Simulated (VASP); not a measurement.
# AlN (Pm) in VASP: notebook, part 2 of 2

VASP 6.6.1. The steps go on from the part before.

## 3. Single point, PBE (atom 1 (Al) moved by +0.126 Å along [1 0 0] and -0.126 Å along [1 2 0])

INCAR

```
PREC     = Accurate       # precision mode
ENCUT    = 520            # plane-wave cutoff, eV
EDIFF    = 1E-6           # SCF threshold, eV
ISMEAR   = 0              # smearing method
SIGMA    = 0.05           # smearing width, eV
LREAL    = False          # projectors in reciprocal space
LASPH    = True           # aspherical terms in the spheres
NELM     = 60             # most SCF steps
ALGO     = Normal         # electronic algorithm
ISIF     = 2              # what is computed and relaxed
LWAVE    = False          # write WAVECAR
LCHARG   = True           # write CHGCAR
GGA      = PE             # functional
LELF     = True           # ELF
LVHAR    = True         
NBANDS   = 26             # bands
```

KPOINTS

```
Automatic mesh
0
Gamma
  8 6 4
```

POSCAR

```
AlN
1.0
   -1.6567491617      2.8695737234      0.0000000000
    0.0000000000      0.0000000000      4.1874629526
    4.9702474850      2.8695737234      0.0000000000
Al N
4 4
Direct
    0.4480551417      0.7500000000      0.1747025642
    0.0000000000      0.7500000000      0.6666666667
    0.0000000000      0.2500000000      0.3333333333
    0.5000000000      0.2500000000      0.8333333333
    0.5000000000      0.2500000000      0.1666666667
    0.0000000000      0.2500000000      0.6666666667
    0.0000000000      0.7500000000      0.3333333333
    0.5000000000      0.7500000000      0.8333333333
```

Potentials or basis: VASP PAW PBE potentials, release 64 (Al, N).

Command:

```bash
> cat potpaw_PBE.64/Al/POTCAR potpaw_PBE.64/N/POTCAR > POTCAR
> mpirun -np 1 vasp_std > vasp.out
```

OUTCAR:

```text
PREC = Accurate
   ENCUT = 520
   EDIFF = 1E-6
   ISMEAR = 0
   LREAL = False
   LASPH = True
   NELM = 60
   ISIF = 2
   GGA = PE

 ion  position               nearest neighbor table
   1  0.448  0.750  0.175-   7 1.74   8 1.97   7 2.04   5 2.10   5 2.10   3 2.72   3 2.72   4 2.87
                             4 2.87   3 2.93   3 2.93   2 3.19   2 3.27   2 3.36
   2  0.000  0.750  0.667-   8 1.91   8 1.91   7 1.91   6 2.09   6 2.09   4 2.84   4 2.84   4 2.84
                             4 2.84   3 2.84   3 2.84   1 3.19   1 3.27   1 3.36
   3  0.000  0.250  0.333-   5 1.91   5 1.91   6 1.91   7 2.09   7 2.09   1 2.72   1 2.72   2 2.84
                             2 2.84   1 2.93   1 2.93   4 3.31   4 3.31   4 3.31   4 3.31
   4  0.500  0.250  0.833-   6 1.91   6 1.91   5 1.91   8 2.09   8 2.09   2 2.84   2 2.84   2 2.84
                             2 2.84   1 2.87   1 2.87   3 3.31   3 3.31   3 3.31   3 3.31
   5  0.500  0.250  0.167-   3 1.91   3 1.91   4 1.91   1 2.10   1 2.10
   6  0.000  0.250  0.667-   4 1.91   4 1.91   3 1.91   2 2.09   2 2.09
   7  0.000  0.750  0.333-   1 1.74   2 1.91   1 2.04   3 2.09   3 2.09
   8  0.500  0.750  0.833-   2 1.91   2 1.91   1 1.97   4 2.09   4 2.09

  LATTYP: Found a simple orthorhombic cell.
 ALAT       =     3.3134983233
 B/A-ratio  =     1.2637588868
 C/A-ratio  =     1.7320508076

  Lattice vectors:

 A1 = (  -1.6567491617,   2.8695737234,   0.0000000000)
 A2 = (   0.0000000000,   0.0000000000,   4.1874629526)
 A3 = (   4.9702474850,   2.8695737234,   0.0000000000)

Analysis of symmetry for initial positions (statically):
=====================================================================
 Subroutine PRICEL returns:
 Original cell was already a primitive cell.

 Routine SETGRP: Setting up the symmetry group for a
 simple orthorhombic supercell.

 Subroutine GETGRP returns: Found  2 space group operations
 (whereof  1 operations were pure point group operations)
 out of a pool of  8 trial point group operations.

The static configuration has the point symmetry C_1 .
 The point group associated with its full space group is C_1h.

Analysis of symmetry for dynamics (positions and initial velocities):
=====================================================================
 Subroutine PRICEL returns:
 Original cell was already a primitive cell.

 Routine SETGRP: Setting up the symmetry group for a
 simple orthorhombic supercell.

 Subroutine GETGRP returns: Found  2 space group operations
 (whereof  1 operations were pure point group operations)
 out of a pool of  8 trial point group operations.

The dynamic configuration has the point symmetry C_1 .
 The point group associated with its full space group is C_1h.

 Subroutine INISYM returns: Found  2 space group operations
 (whereof  1 operations are pure point group operations),
 and found     1 'primitive' translations

----------------------------------------------------------------------------------------

                                     Primitive cell

  volume of cell :      79.6315

  direct lattice vectors                    reciprocal lattice vectors
    -1.656749162  2.869573723  0.000000000    -0.150897919  0.261362862  0.000000000
[... 54 lines left out ...]
            Coordinates               Weight
  0.000000  0.000000  0.000000      1.000000
  0.125000  0.000000 -0.000000      2.000000
  0.250000  0.000000 -0.000000      2.000000
  0.375000  0.000000 -0.000000      2.000000
  0.500000  0.000000 -0.000000      1.000000
  0.000000  0.166667  0.000000      2.000000
[... 16 lines left out ...]
  0.125000  0.000000 -0.250000      2.000000
  0.250000  0.000000  0.250000      2.000000
 [... further k-points ...]
   k-points           NKPTS =     72   k-points in BZ     NKDIM =     72   number of bands    NBANDS=     26
   number of dos      NEDOS =    301   number of ions     NIONS =      8
   total plane-waves  NPLWV =  43008
   dimension x,y,z NGX =    28 NGY =   32 NGZ =   48
   dimension x,y,z NGXF=    56 NGYF=   64 NGZF=   96
   ions per type =               4   4
   NGX,Y,Z   is equivalent  to a cutoff of  14.05, 12.70, 13.90 a.u.
   NGXF,Y,Z  is equivalent  to a cutoff of  28.10, 25.41, 27.81 a.u.
 SYSTEM =  unknown system
   PREC   = accura    normal or accurate (medium, high low for compatibility)
   ISTART =      0    job   : 0-new  1-cont  2-samecut
   ICHARG =      2    charge: 1-file 2-atom 10-const
   ISPIN  =      1    spin polarized calculation?
   LNONCOLLINEAR =      F non collinear calculations
   LSORBIT =      F    spin-orbit coupling
   LASPH  =      T    aspherical Exc in radial PAW
   ENCUT  =  520.0 eV  38.22 Ry    6.18 a.u.   6.16  7.79 10.67*2*pi/ulx,y,z
   NELM   =     60;   NELMIN=  2; NELMDL= -5     # of ELM steps
   EDIFF  = 0.1E-05   stopping-criterion for ELM
   LREAL  =      F    real-space projection
   EDIFFG = 0.1E-04   stopping-criterion for IOM
   NSW    =      0    number of steps for IOM
   IBRION =     -1    ionic relax: 0-MD 1-quasi-New 2-CG
   NFREE  =      0    steps in history (QN), initial steepest desc. (CG)
   ISIF   =      2    stress and relaxation
   ISYM   =      2    0-nonsym 1-usesym 2-fastsym
   POTIM  = 0.5000    time-step for ionic-motion
   TEBEG  =    0.0;   TEEND  =   0.0 temperature during run
   PSTRESS=    0.0 pullay stress
   NELECT =      32.0000    total number of electrons
   NUPDOWN=      -1.0000    fix difference up-down
   EMIN   =  10.00;   EMAX   =-10.00  energy-range for DOS
   EFERMI =   0.00;   METHOD = LEGACY
   ISMEAR =     0;   SIGMA  =   0.05  broadening in eV -4-tet -1-fermi 0-gaus
   EFERMI_NEDOS =   21; number of points for ismear=-14 and -15
   IALGO  =     38    algorithm
   IMIX   =      4    mixing-type and parameters
     AMIX     =   0.40;   BMIX     =  1.00
     AMIX_MAG =   1.60;   BMIX_MAG =  1.00
  volume/ion in A,a.u.               =       9.95        67.17
  Fermi-wavevector in a.u.,A,eV,Ry     =   1.208082  2.282944 19.857191  1.459462
  Thomas-Fermi vector in A             =   2.343701
   LORBIT       =      0    0 simple, 1 ext, 2 COOP (PROOUT), +10 PAW based schemes
   GGA     = PE    functional components
   LHFCALC =     F    Hartree Fock is set to
   AEXX    =    0.0000 exact exchange contribution
   IVDW    =     0    specifies the selected vdW correction
   LEPSILON=     F    determine dielectric tensor
   LRPA    =     F    only Hartree local field effects (RPA)
 non-spin polarized calculation
 Gauss-broadening in eV      SIGMA  =   0.05
  energy-cutoff  :      520.00
  volume of cell :       79.63
 maximum number of plane-waves:      2174
 NGX is ok and might be reduce to    28
   NGX = 13   NGY = 15   NGZ = 21

 number of electron      31.9999993 magnetization

 Free energy of the ion-electron system (eV)
  ---------------------------------------------------
  ext. energy  EPLUGINS =         0.00000000
  ---------------------------------------------------
  free energy    TOTEN  =       -58.32052571 eV

  energy without entropy =      -58.32052571  energy(sigma->0) =      -58.32052571

 E-fermi :   8.1931     XC(G=0): -11.1560

 val. band max:        7.9268134162   @ k =   0.0000   0.0000   0.0000
 cond. band min:      11.1605275445   @ k =   0.0000   0.0000   0.0000
 fundamental gap:      3.2337141283
 Fermi energy:         8.1931045600

 k-point     1 :       0.0000    0.0000    0.0000
  band No.  band energies     occupation
      1      -8.8531      2.00000
      2      -7.0139      2.00000
      3      -5.8533      2.00000
      4      -5.2169      2.00000
      5       1.0731      2.00000
      6       1.4625      2.00000
[... 685 lines left out ...]
     25      17.9733      0.00000
     26      18.0755      0.00000

 [... further k-points ...]
[... 5 lines left out ...]
  --------------------------------------------------------------------------------------
  -------------------------------------------------------------------------------------
  Total        2.4888943     -0.5606538     -0.0261239     -1.8641856      0.0000000      0.0000000
  in kB       50.0762638    -11.2802900     -0.5256090    -37.5071985      0.0000000      0.0000000
  external PRESSURE =      12.7567882 kB  Pullay stress =       0.0000000 kB

 VOLUME and BASIS-vectors are now :
 -----------------------------------------------------------------------------
  energy-cutoff  :      520.00
  volume of cell :       79.63
      direct lattice vectors                 reciprocal lattice vectors
    -1.656749162  2.869573723  0.000000000    -0.150897919  0.261362862  0.000000000
     0.000000000  0.000000000  4.187462953     0.000000000  0.000000000  0.238808083
     4.970247485  2.869573723  0.000000000     0.150897919  0.087120954  0.000000000

 POSITION                                       TOTAL-FORCE (eV/Angst)
 -----------------------------------------------------------------------------------
      0.12600      1.78705      3.14060        -3.316580      2.178088      0.000000
      3.31350      1.91305      3.14060         0.209930      0.046564      0.000000
      1.65675      0.95652      1.04687         0.257011     -0.305151      0.000000
      3.31350      3.82610      1.04687         0.002199      0.110763      0.000000
      0.00000      1.91305      1.04687         0.355004     -0.212427      0.000000
      3.31350      1.91305      1.04687        -0.083326     -0.077380      0.000000
      1.65675      0.95652      3.14060         2.176989     -1.675184      0.000000
      3.31350      3.82610      3.14060         0.398773     -0.065273      0.000000
 -----------------------------------------------------------------------------------
    total drift:                                0.000102      0.000672      0.000000

  FREE ENERGIE OF THE ION-ELECTRON SYSTEM (eV)
  ---------------------------------------------------
  free  energy   TOTEN  =       -58.3205257085 eV

  energy  without entropy=      -58.3205257085  energy(sigma->0) =      -58.32052571
```

It took 74 s on 1 thread of AMD EPYC 9R45 (Zen 5), shared host; peak memory 0.23 GiB.

Results:

| Property | Result |
| --- | --- |
| Free energy | -58.3205 eV |
| Pressure | 1.3 GPa |
| Largest force | 3.968 eV/Å |
| Band gap on the k mesh | 3.23 eV |

Forces on the atoms (eV/Å):
```
Al  -3.317  2.178  0.000
Al   0.210  0.047  0.000
Al   0.257 -0.305  0.000
Al   0.002  0.111  0.000
N    0.355 -0.212  0.000
N   -0.083 -0.077  0.000
N    2.177 -1.675  0.000
N    0.399 -0.065  0.000
```

Stress tensor (GPa, compression positive):
```
 5.01 -3.75  0.00
-3.75 -1.13  0.00
 0.00  0.00 -0.05
```

Levels at points of the mesh, in eV from the valence-band top:
| k point | band 14 | band 15 | band 16 | band 17 | band 18 | band 19 |
| --- | --- | --- | --- | --- | --- | --- |
| (0.00, 0.00, 0.00) | -1.53 | -1.41 | 0.00 | 3.23 | 3.84 | 4.38 |
| (0.50, 0.00, 0.00) | -2.55 | -2.21 | -2.11 | 5.64 | 5.80 | 5.83 |
| (0.00, 0.50, 0.00) | -2.27 | -1.74 | -1.72 | 5.06 | 5.06 | 5.63 |
| (0.50, 0.50, 0.00) | -1.03 | -1.01 | -0.96 | 5.93 | 6.04 | 6.15 |
| (0.00, 0.00, 0.50) | -1.35 | -1.17 | -1.03 | 4.69 | 4.77 | 5.99 |
| (0.50, 0.00, 0.50) | -2.78 | -1.53 | -1.34 | 3.84 | 3.92 | 7.02 |
| (0.00, 0.50, 0.50) | -1.91 | -1.80 | -1.78 | 5.28 | 5.33 | 5.40 |
| (0.50, 0.50, 0.50) | -1.74 | -1.66 | -1.64 | 4.98 | 5.01 | 5.10 |

Caveat: the cell differs from its parent crystal (atom 1 (Al) moved by +0.126 Å along [1 0 0] and -0.126 Å along [1 2 0]); forces of over 1 eV/Å act on the atoms, so gaps and moduli don't describe the material at rest.

## 4. Single point, PBE (atom 1 (Al) moved by -0.378 Å along [1 0 0] and -0.630 Å along [1 2 0])

INCAR

```
SYSTEM = AlN
PREC = Accurate ; ENCUT = 520
EDIFF = 1E-7 ; ISMEAR = 0
SIGMA = 0.05 ; LREAL = .False.
LASPH = .True. ; NELM = 60
ALGO = Normal ; ISIF = 2
LWAVE = .False. ; LCHARG = .True.
GGA = PE ; LELF = .True.
LVHAR = .True. ; NBANDS = 26
```

KPOINTS

```
regular mesh
0
Gamma
  8 6 4
  0 0 0
```

POSCAR: that of step 3 with these lines changed.

```diff
@@ -8,3 +8,3 @@
 Direct
-    0.4480551417      0.7500000000      0.1747025642
+    0.3923808104      0.7500000000      0.0547410526
     0.0000000000      0.7500000000      0.6666666667
```

Command:

```bash
> cat potpaw_PBE.64/Al/POTCAR potpaw_PBE.64/N/POTCAR > POTCAR
> mpirun -np 1 vasp_std > vasp.out
```

It took 90 s on 1 thread of AMD EPYC 9R45 (Zen 5), shared host; peak memory 0.23 GiB.

It converged, with:

```
Free energy            : -49.8741 eV
Pressure               : 29.4 GPa
Largest force          : 41.053 eV/Å
Band gap on the k mesh : 0.85 eV (least direct gap 0.92 eV)
```

Forces on the atoms (eV/Å):
```
Al   38.775  13.484   0.000
Al   -3.295  -2.410   0.000
Al   -0.613  -0.621   0.000
Al   -0.697   0.313   0.000
N    -2.028  -2.179   0.000
N     1.263   0.702   0.000
N    -0.999  -0.215   0.000
N   -32.405  -9.075   0.000
```

Stress tensor (GPa, compression positive):
```
79.67 20.72  0.00
20.72  6.06  0.00
 0.00  0.00  2.42
```

Levels at points of the mesh, in eV from the valence-band top:
```tsv
k point	band 12	band 13	band 14	band 15	band 16	band 17	band 18	band 19	band 20	band 21
(0.00, 0.00, 0.00)	-3.67	-3.21	-2.41	-0.54	-0.06	0.85	2.70	3.99	5.81	6.06
(0.50, 0.00, 0.00)	-4.27	-3.01	-2.62	-2.45	-2.13	3.67	3.71	5.05	5.33	6.27
(0.00, 0.50, 0.00)	-3.28	-2.95	-2.09	-1.80	-0.55	1.95	3.85	4.59	5.52	6.82
(0.50, 0.50, 0.00)	-4.93	-2.99	-2.26	-0.89	-0.64	4.01	4.16	5.45	6.03	6.90
(0.00, 0.00, 0.50)	-3.65	-3.16	-2.97	-0.96	0.00	1.80	4.10	4.92	5.22	6.57
(0.50, 0.00, 0.50)	-3.78	-3.16	-2.70	-2.10	-1.64	2.23	3.41	4.76	5.33	6.13
(0.00, 0.50, 0.50)	-3.12	-3.10	-1.80	-1.74	-0.62	1.64	3.94	4.36	5.99	7.13
(0.50, 0.50, 0.50)	-4.00	-3.54	-2.73	-1.61	-1.00	3.13	3.37	4.55	4.88	7.26
```

Caveat: the cell differs from its parent crystal (atom 1 (Al) moved by -0.378 Å along [1 0 0] and -0.630 Å along [1 2 0]); atoms lie so close that the PAW spheres overlap strongly, which falsifies energies and pressures; the cell stands under pressure; forces of over 1 eV/Å act on the atoms, so gaps and moduli don't describe the material at rest.

## 5. The runs side by side

```tsv
cell	gap on the mesh (eV)	pressure (GPa)	largest force (eV/Å)
as given, atomic positions A	1.72	13.8	18.60
as given, atomic positions B	3.23	1.3	3.97
as given, atomic positions C	0.85	29.4	41.05
```

Alike in all rows: task single point; level PBE; potentials or basis VASP PAW PBE potentials, release 64 (Al, N); no spin polarisation; k mesh 8 × 6 × 4; cutoff (eV) 520; smearing gaussian 0.05 eV.

Caveats: forces of over 1 eV/Å act on the atoms, so gaps and moduli don't describe the material at rest; the cell stands under pressure (at least some runs); atoms lie so close that the PAW spheres overlap strongly, which falsifies energies and pressures (at least some runs).

Absolute energies hang on the potentials; compare differences alone.
